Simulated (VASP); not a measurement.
# Ga2PN (R-3m) in VASP: single point with PBE

Aim: the single point of Ga2PN with PBE.

Program: VASP 6.6.1. These are calculated values, not measurements. Logs are shortened: lines on timing, memory, paths and dates and some standing lists are left out, and cuts for length are marked.

## Step 1: The cell of the first run

Symmetry: R-3m, No. 166, trigonal system. The conventional cell has a = 3.253 Å, b = 3.253 Å, c = 16.940 Å, α = 90.00°, β = 90.00°, γ = 120.00°. Within 2.9 Å of N (site symmetry -3m) lie 6 Ga at 2.22 Å. P (site symmetry -3m) has 6 Ga at 2.49 Å and 6 P at 3.25 Å and 6 N at 3.39 Å within 3.4 Å. Ga (site symmetry 3m) has 3 N at 2.22 Å and 3 P at 2.49 Å within 2.9 Å.

## Step 2: Single point, PBE, non-collinear spin, zero start, spin-orbit coupling

INCAR

```
SYSTEM = Ga2PN
PREC     = Accurate       ! precision mode
ENCUT    = 520            ! plane-wave cutoff, eV
EDIFF    = 1E-7           ! SCF threshold, eV
ISMEAR   = -1             ! smearing method
SIGMA    = 0.02           ! smearing width, eV
LREAL    = .FALSE.        ! projectors in reciprocal space
LASPH    = .TRUE.         ! aspherical terms in the spheres
NELM     = 150            ! most SCF steps
ALGO     = Normal         ! electronic algorithm
ISIF     = 2              ! what is computed and relaxed
LWAVE    = .FALSE.        ! write WAVECAR
LCHARG   = .FALSE.        ! write CHGCAR
MAGMOM   = 0 0 0 0 0 0 0 0 0 0 0 0 ! initial moments
LORBIT   = 11             ! projections on sites
LSORBIT  = .TRUE.         ! spin-orbit coupling
GGA_COMPAT= .FALSE.      
LORBMOM  = .TRUE.       
GGA      = PE             ! functional
NBANDS   = 50             ! bands
```

KPOINTS

```
Automatic mesh
0
G
  10 10 10
  0 0 0
```

POSCAR

```
Ga2PN
1.0
    1.6262522523      0.9389171755      5.6465979920
   -1.6262522523      0.9389171755      5.6465979920
    0.0000000000     -1.8778343514      5.6465979920
N P Ga
1 1 2
Direct
    1.0000000000      0.0000000000      0.0000000000
    0.5000000000      0.5000000000      0.5000000000
    0.2629671322      0.2629671322      0.2629671322
    0.7370328678      0.7370328678      0.7370328678
```

Potentials or basis: VASP PAW PBE potentials, release 64 (N, P, Ga_d).

The run is started by

```sh
> cat potpaw_PBE.64/N/POTCAR potpaw_PBE.64/P/POTCAR potpaw_PBE.64/Ga_d/POTCAR > POTCAR
> mpirun -np 1 vasp_ncl > vasp.out
```

OUTCAR:

```text
SYSTEM = Ga2PN
   PREC = Accurate
   ENCUT = 520
   EDIFF = 1E-7
   ISMEAR = -1
   LREAL = .FALSE.
   LASPH = .TRUE.
   NELM = 150
   ISIF = 2
   LORBIT = 11
   LSORBIT = .TRUE.
   GGA = PE

 ion  position               nearest neighbor table
   1  0.000  0.000  0.000-   4 2.22   4 2.22   3 2.22   3 2.22   4 2.22   3 2.22
   2  0.500  0.500  0.500-   3 2.49   3 2.49   4 2.49   4 2.49   3 2.49   4 2.49
   3  0.263  0.263  0.263-   1 2.22   1 2.22   1 2.22   2 2.49   2 2.49   2 2.49
   4  0.737  0.737  0.737-   1 2.22   1 2.22   1 2.22   2 2.49   2 2.49   2 2.49

  LATTYP: Found a trigonal (rhomboedric) cell.
 ALAT       =     5.9506580085
 COS(alpha) =     0.8506257167

  Lattice vectors:

 A1 = (   1.6262522523,   0.9389171755,   5.6465979920)
 A2 = (  -1.6262522523,   0.9389171755,   5.6465979920)
 A3 = (   0.0000000000,  -1.8778343514,   5.6465979920)

Analysis of symmetry for initial positions (statically):
=====================================================================
 Subroutine PRICEL returns:
 Original cell was already a primitive cell.

 Routine SETGRP: Setting up the symmetry group for a
 trigonal (rhombohedral) supercell.

 Subroutine GETGRP returns: Found 12 space group operations
 (whereof 12 operations were pure point group operations)
 out of a pool of 12 trial point group operations.

The static configuration has the point symmetry D_3d.

Analysis of symmetry for dynamics (positions and initial velocities):
=====================================================================
 Subroutine PRICEL returns:
 Original cell was already a primitive cell.

 Routine SETGRP: Setting up the symmetry group for a
 trigonal (rhombohedral) supercell.

 Subroutine GETGRP returns: Found 12 space group operations
 (whereof 12 operations were pure point group operations)
 out of a pool of 12 trial point group operations.

The dynamic configuration has the point symmetry D_3d.

Analysis of structural, dynamic, and magnetic symmetry:
=====================================================================
 Subroutine PRICEL returns:
 Original cell was already a primitive cell.

 Routine SETGRP: Setting up the symmetry group for a
 trigonal (rhombohedral) supercell.

 Subroutine GETGRP returns: Found 12 space group operations
 (whereof 12 operations were pure point group operations)
 out of a pool of 12 trial point group operations.

The overall configuration has the point symmetry D_3d.

 Subroutine INISYM returns: Found 12 space group operations
 (whereof 12 operations are pure point group operations),
 and found     1 'primitive' translations

----------------------------------------------------------------------------------------

                                     Primitive cell

  volume of cell :      51.7313

  direct lattice vectors                    reciprocal lattice vectors
     1.626252252  0.938917175  5.646597992     0.307455377  0.177509445  0.059032595
    -1.626252252  0.938917175  5.646597992    -0.307455377  0.177509445  0.059032595
     0.000000000 -1.877834351  5.646597992     0.000000000 -0.355018890  0.059032595

  length of vectors
     5.950658008  5.950658008  5.950658009     0.359893400  0.359893400  0.359893400

  position of ions in fractional coordinates (direct lattice)
     0.000000000  0.000000000  0.000000000
     0.500000000  0.500000000  0.500000000
     0.262967132  0.262967132  0.262967132
     0.737032868  0.737032868  0.737032868

  ion indices of the primitive-cell ions
   primitive index   ion index
                 1           1
                 2           2
                 3           3
                 4           4

----------------------------------------------------------------------------------------

 KPOINTS: Automatic mesh

Automatic generation of k-mesh.
 Grid dimensions read from file:
 generate k-points for:   10   10   10
[... 111 lines left out ...]
  ext. energy  EPLUGINS =         0.00000000
  ---------------------------------------------------
  free energy    TOTEN  =       -18.68025264 eV

  energy without entropy =      -18.67779277  energy(sigma->0) =      -18.67902271

 E-fermi :   8.0412     XC(G=0): -11.9203

 val. band max:        8.0372485062   @ k =   0.3000   0.2000   0.1000
 cond. band min:       8.0578755998   @ k =   0.4000   0.4000   0.1000
 fundamental gap:      0.0206270936
 Fermi energy:         8.0412049286

 k-point     1 :       0.0000    0.0000    0.0000
  band No.  band energies     occupation
      1      -8.4919      1.00000
      2      -8.4919      1.00000
      3      -7.4658      1.00000
      4      -7.4658      1.00000
      5      -7.4303      1.00000
      6      -7.4303      1.00000
[... 1213 lines left out ...]
     47      14.7863      0.00000
     48      14.7863      0.00000

 [... further k-points ...]

 [bands above 48 left out]

------------------------ aborting loop because EDIFF is reached ----------------------------------------

  FORCE on cell =-STRESS in cart. coord.  units (eV):
  Direction    XX          YY          ZZ          XY          YZ          ZX
  --------------------------------------------------------------------------------------
  -------------------------------------------------------------------------------------
  Total        1.1646480      1.1646480      2.2630839      0.0000000     -0.0000000      0.0000000
  in kB       36.0704835     36.0704835     70.0902993      0.0000000     -0.0000000      0.0000000
  external PRESSURE =      47.4104221 kB  Pullay stress =       0.0000000 kB

 VOLUME and BASIS-vectors are now :
 -----------------------------------------------------------------------------
  energy-cutoff  :      520.00
  volume of cell :       51.73
      direct lattice vectors                 reciprocal lattice vectors
     1.626252252  0.938917175  5.646597992     0.307455377  0.177509445  0.059032595
    -1.626252252  0.938917175  5.646597992    -0.307455377  0.177509445  0.059032595
     0.000000000 -1.877834351  5.646597992     0.000000000 -0.355018890  0.059032595

 POSITION                                       TOTAL-FORCE (eV/Angst)
 -----------------------------------------------------------------------------------
      0.00000      0.00000      0.00000         0.000000     -0.000000     -0.000000
      0.00000     -0.00000      8.46990         0.000000      0.000000      0.000000
      0.00000     -0.00000      4.45461         0.000000     -0.000000      0.119934
      0.00000     -0.00000     12.48518         0.000000      0.000000     -0.119934
 -----------------------------------------------------------------------------------
    total drift:                                0.000000      0.000000      0.000000

  FREE ENERGIE OF THE ION-ELECTRON SYSTEM (eV)
  ---------------------------------------------------
  free  energy   TOTEN  =       -18.6802526443 eV

  energy  without entropy=      -18.6777927749  energy(sigma->0) =      -18.67902271

 orbital moment (x)

 # of ion     p       d       tot
 ----------------------------------------
  1        -0.000   0.000  -0.000
  2         0.000   0.000   0.000
  3         0.000   0.000   0.000
  4         0.000   0.000   0.000
 ----------------------------------------
            0.000   0.000   0.000

 orbital moment (y)

 # of ion     p       d       tot
 ----------------------------------------
  1         0.000   0.000   0.000
  2        -0.000   0.000  -0.000
  3         0.000  -0.000  -0.000
  4         0.000   0.000   0.000
 ----------------------------------------
           -0.000   0.000  -0.000

 orbital moment (z)

 # of ion     p       d       tot
 ----------------------------------------
  1         0.000   0.000   0.000
  2         0.000   0.000   0.000
  3         0.000   0.000   0.000
  4         0.000  -0.000   0.000
 ----------------------------------------
            0.000  -0.000   0.000

 Spin-Orbit-Coupling matrix elements

 Ion:    1  E_soc:     -0.0000947
 l=   1
     0.0000000    -0.0000160    -0.0000154
    -0.0000160     0.0000000    -0.0000160
    -0.0000154    -0.0000160     0.0000000
 l=   2
     0.0000000     0.0000000     0.0000000     0.0000000     0.0000000
     0.0000000     0.0000000     0.0000000     0.0000000     0.0000000
     0.0000000     0.0000000     0.0000000     0.0000000     0.0000000
     0.0000000     0.0000000     0.0000000     0.0000000     0.0000000
     0.0000000     0.0000000     0.0000000     0.0000000     0.0000000
 l=   3
     0.0000000     0.0000000     0.0000000     0.0000000     0.0000000     0.0000000     0.0000000
     0.0000000     0.0000000     0.0000000     0.0000000     0.0000000     0.0000000     0.0000000
     0.0000000     0.0000000     0.0000000     0.0000000     0.0000000     0.0000000     0.0000000
     0.0000000     0.0000000     0.0000000     0.0000000     0.0000000     0.0000000     0.0000000
[... 49 lines left out ...]
 l=   2
     0.0000000    -0.0001600     0.0000000    -0.0001600    -0.0006439
    -0.0001600     0.0000000    -0.0004861    -0.0001601    -0.0001600
     0.0000000    -0.0004861     0.0000000    -0.0004861     0.0000000
    -0.0001600    -0.0001601    -0.0004861     0.0000000    -0.0001600
    -0.0006439    -0.0001600     0.0000000    -0.0001600     0.0000000
 l=   3
     0.0000000     0.0000000     0.0000000     0.0000000     0.0000000     0.0000000     0.0000000
     0.0000000     0.0000000     0.0000000     0.0000000     0.0000000     0.0000000     0.0000000
     0.0000000     0.0000000     0.0000000     0.0000000     0.0000000     0.0000000     0.0000000
     0.0000000     0.0000000     0.0000000     0.0000000     0.0000000     0.0000000     0.0000000
     0.0000000     0.0000000     0.0000000     0.0000000     0.0000000     0.0000000     0.0000000
     0.0000000     0.0000000     0.0000000     0.0000000     0.0000000     0.0000000     0.0000000
     0.0000000     0.0000000     0.0000000     0.0000000     0.0000000     0.0000000     0.0000000

 total charge

# of ion       s       p       d       tot
------------------------------------------
    1        1.272   2.328   0.000   3.600
    2        1.073   1.454   0.000   2.527
    3        0.848   0.665  10.074  11.586
    4        0.848   0.665  10.074  11.586
--------------------------------------------------
tot          4.039   5.112  20.148  29.299

 magnetization (x)

# of ion       s       p       d       tot
------------------------------------------
    1       -0.000   0.000   0.000   0.000
    2        0.000  -0.000   0.000  -0.000
    3        0.000   0.000   0.000   0.000
    4        0.000   0.000   0.000   0.000
--------------------------------------------------
tot          0.000   0.000   0.000   0.000

 magnetization (y)

# of ion       s       p       d       tot
------------------------------------------
    1        0.000   0.000   0.000   0.000
    2        0.000   0.000   0.000   0.000
    3        0.000   0.000   0.000   0.000
    4        0.000   0.000   0.000   0.000
--------------------------------------------------
tot          0.000   0.000   0.000   0.000

 magnetization (z)

# of ion       s       p       d       tot
------------------------------------------
    1        0.000   0.000   0.000   0.000
    2        0.000   0.000   0.000   0.000
    3        0.000   0.000   0.000   0.000
    4        0.000   0.000   0.000   0.000
--------------------------------------------------
tot          0.000   0.000   0.000   0.000
```

It took 43 min on 1 thread of Oxide Virtual Turin-like, shared host; peak memory 0.98 GiB.

Results:

* Free energy: -18.6803 eV
* Pressure: 4.7 GPa
* Largest force: 0.120 eV/Å
* Net moment: 0.00 μB per cell
* Valence electrons inside the program's atomic spheres: N 3.60; P 2.53; Ga 11.59

Forces on the atoms (eV/Å):
```
N    0.000  0.000  0.000
P    0.000  0.000  0.000
Ga   0.000  0.000  0.120
Ga   0.000  0.000 -0.120
```

Moments on the atoms (μB; x, y, z):
```
N   0.00 0.00 0.00
P   0.00 0.00 0.00
Ga  0.00 0.00 0.00
Ga  0.00 0.00 0.00
```

Caveat: the cell stands under pressure.
